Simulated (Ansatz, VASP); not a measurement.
One calculation of WC, two programs

```
W C
1.0
     2.92247    0.00000    0.00000
    -1.46123    2.53093    0.00000
     0.00000    0.00000    2.84639
W C
1 1
Direct
  0.00000 0.00000 0.00000
  0.66667 0.33333 0.50000
```

Alike in both runs: task relaxation of cell and atoms; functional PBE; k mesh 18 × 18 × 14; occupations gaussian, width 0.1 eV; no spin polarisation.

|  | VASP | Ansatz |
| --- | --- | --- |
| version | VASP 6.6.1 | Ansatz 0.2.0 |
| potentials or method | VASP PAW PBE potentials, release 64 (W_sv, C), cutoff 600 eV | scalar-relativistic, plane waves, PAW |
| valence electrons in the cell | 18 | 18 |

VASP gave:

| Property | Result |
| --- | --- |
| gap on the k mesh at the Fermi level, each at its own relaxed structure (eV) | none |
| relaxed volume (Å³/atom) | 10.55 |
| relaxed cell length with the largest relative difference (Å) | 2.850 |

Estimate Ansatz's values.

gap on the k mesh at the Fermi level, each at its own relaxed structure (eV): none; relaxed volume (Å³/atom): 10.53; relaxed cell length with the largest relative difference (Å): 2.847.

A gap of «none» marks a metal or a gap that the smearing closes.

Neither program's run includes spin-orbit coupling.
